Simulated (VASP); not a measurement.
A run of VASP 6.6.1 is set up as follows.

The input INCAR:

```
SYSTEM = MgCdTe3
ALGO = Normal
EDIFF = 1E-7
EDIFFG = -0.04
ENCUT = 600
GGA = PE
IBRION = 2
ISIF = 3
ISMEAR = 0
LASPH = .TRUE.
LCHARG = .FALSE.
LREAL = .FALSE.
LWAVE = .FALSE.
NELM = 100
NSW = 90
PREC = Accurate
SIGMA = 0.1
```

The input KPOINTS:

```
k-points
0
G
  3 3 3
  0 0 0
```

Contents of POSCAR:

```
MgCdTe3
1.0
    3.4696094700      2.0031799600      3.8125802900
   -3.4696094700      2.0031799600      3.8125802900
    0.0000000000     -4.0063599300      3.8125802900
Mg Cd Te
1 1 3
Direct
    0.0000000000      0.0000000000      0.0000000000
    0.5000000000      0.5000000000      0.5000000000
    0.5000000000      0.5000000000      0.0000000000
    0.0000000000      0.5000000000      0.5000000000
    0.5000000000      0.0000000000      0.5000000000
```

Potentials or basis: VASP PAW PBE potentials, release 64 (Mg, Cd, Te).

Launch:

```sh
$ cat potpaw_PBE.64/Mg/POTCAR potpaw_PBE.64/Cd/POTCAR potpaw_PBE.64/Te/POTCAR > POTCAR
$ mpirun -np 1 vasp_std > vasp.out
```

(1) What does it give for the band gap on the k mesh?

(2) Estimate the relaxed volume.

(3) Predict the relaxed cell.

(4) What does it give for the space group after relaxing (to 0.05 Å)?

Answers

(1) zero (band 16 reaches 4.28 eV, above the bottom of band 17 at 3.61 eV).

(2) 36.02 Å³/atom.

(3) a = 5.995 Å, b = 5.995 Å, c = 5.995 Å, α = 68.64°, β = 68.64°, γ = 68.64°.

(4) R-3m (No. 166).

Caveat: the k points lie up to 0.39 Å⁻¹ apart in the final cell; spin-orbit coupling is left out, which moves the levels of the heavy elements.
